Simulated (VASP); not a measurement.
# InSb: relaxation of the atoms with PBE

InSb, a slab with vacuum:

```xyz
16
Lattice="9.1616 0.0000 0.0000 4.5808 7.9341 0.0000 0.0000 0.0000 15.6752" Properties=species:S:1:pos:R:3 pbc="T T T"
In    0.0000    0.0000    1.0000
In   11.4519    3.9671    1.0000
In    4.5808    0.0000    1.0000
In    6.8712    3.9671    1.0000
In    9.1616    5.2894    4.7402
In    6.8712    1.3224    4.7402
In    4.5808    5.2894    4.7402
In    2.2904    1.3224    4.7402
Sb    2.2904    1.3224    1.9350
Sb    4.5808    5.2894    1.9350
Sb    6.8712    1.3224    1.9350
Sb    9.1616    5.2894    1.9350
Sb   11.4519    6.6118    5.6752
Sb    9.1616    2.6447    5.6752
Sb    6.8712    6.6118    5.6752
Sb    4.5808    2.6447    5.6752
```

| Item | Value |
| --- | --- |
| Program | VASP 6.6.1 |
| Task | relaxation of the atoms |
| Functional | PBE |
| Potentials or basis | VASP PAW PBE potentials, release 64 (In_d, Sb) |
| Cutoff | 520 eV |
| k mesh | 2 × 2 × 1 |
| Occupations | fermi-dirac, width 0.15 eV |
| Spin | no spin polarisation |
| Dipole correction | no |
| Atoms held fixed (from 0) | [0, 1, 2, 3] |
| Further INCAR settings | LREAL = Auto; ALGO = Normal; EDIFF = 1e-07; IBRION = 2; EDIFFG = -0.08; NSW = 45 |

* Energy gained by relaxing: 20.4 meV/atom
* Ionic steps: 8
* Band gap on the k mesh: 0.11 eV

Step by step:
```
step  energy change (eV)  largest force on free atoms (eV/Å)  pressure (GPa)
   1              0.0000                              0.7804            1.29
   2             -0.1439                              0.4500            1.24
   3             -0.2559                              0.2845            1.20
   4             -0.2795                              0.2269            1.13
   5             -0.3099                              0.1133            0.97
   6             -0.3101                              0.1025            0.98
   7             -0.3150                              0.0878            0.96
   8             -0.3259                              0.0768            0.89
```

Final structure:
```xyz
16
Lattice="9.1616 0.0000 0.0000 4.5808 7.9341 0.0000 0.0000 0.0000 15.6752" Properties=species:S:1:pos:R:3 pbc="T T T"
In    0.0000    0.0000    1.0000
In    2.2904    3.9671    1.0000
In    4.5808    0.0000    1.0000
In    6.8712    3.9671    1.0000
In    9.1616    5.2894    4.8275
In    6.8712    1.3224    4.8275
In    4.5808    5.2894    4.8275
In    2.2904    1.3224    4.8275
Sb    2.2904    1.3224    1.8179
Sb    4.5808    5.2894    1.8179
Sb    6.8712    1.3224    1.8179
Sb    9.1616    5.2894    1.8179
Sb   11.4519    6.6118    5.8464
Sb    9.1616    2.6447    5.8464
Sb    6.8712    6.6118    5.8464
Sb    4.5808    2.6447    5.8464
```

Levels at points of the mesh, in eV from the valence-band top:
```
           k point  band 69  band 70  band 71  band 72  band 73  band 74  band 75  band 76
(0.00, 0.00, 0.00)    -1.06    -1.06     0.00     0.00     0.11     0.32     0.32     0.32
(0.50, 0.00, 0.00)    -0.67    -0.67    -0.56    -0.56     0.27     0.27     0.60     0.60
```

It took 18 min on 2 MPI ranks on Intel(R) Xeon(R) Platinum 8559C (Emerald Rapids), on a shared host, peak memory 0.75 GiB a rank.

Caveat: the smearing spreads over this small gap; there is no dipole correction, which matters where the two faces differ; semilocal functionals underestimate gaps, and a narrow one can read as zero; spin-orbit coupling is left out, which moves the levels of the heavy elements.
